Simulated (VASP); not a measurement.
NaCl: single point with LDA

The system is NaCl.

```xyz
2
Lattice="0.0000 2.8286 2.8286 2.8286 0.0000 2.8286 2.8286 2.8286 0.0000" Properties=species:S:1:pos:R:3 pbc="T T T"
Na    0.0000    0.0000    0.0000
Cl    2.8286    2.8286    2.8286
```

```json
{"Program": "VASP 6.6.1", "Task": "single point", "Functional": "LDA", "Potentials or basis": "VASP PAW LDA potentials, release 64 (Na_pv, Cl)", "Cutoff": "500 eV", "k mesh": "6 × 6 × 6", "Occupations": "gaussian, width 0.01 eV", "Spin": "no spin polarisation"}
```

| Item | Value |
| --- | --- |
| Pressure | -2.6 GPa |
| Band gap on the k mesh | 4.66 eV |

Levels at points of the mesh, in eV from the valence-band top:
| k point | band 4 | band 5 | band 6 | band 7 | band 8 | band 9 | band 10 | band 11 |
| --- | --- | --- | --- | --- | --- | --- | --- | --- |
| (0.00, 0.00, 0.00) | -12.56 | 0.00 | 0.00 | 0.00 | 4.66 | 10.84 | 10.84 | 10.84 |
| (0.50, 0.00, 0.00) | -12.22 | -1.99 | -0.27 | -0.27 | 6.87 | 10.19 | 10.65 | 10.65 |
| (0.50, 0.50, 0.00) | -12.17 | -1.72 | -0.61 | -0.61 | 7.14 | 7.74 | 10.87 | 14.25 |

Run time: 5.8 s on 1 thread of AMD EPYC 7R13 Processor (Zen 3) (shared host), peak memory 0.11 GiB.

As with any semilocal functional, this LDA gap is likely too small.
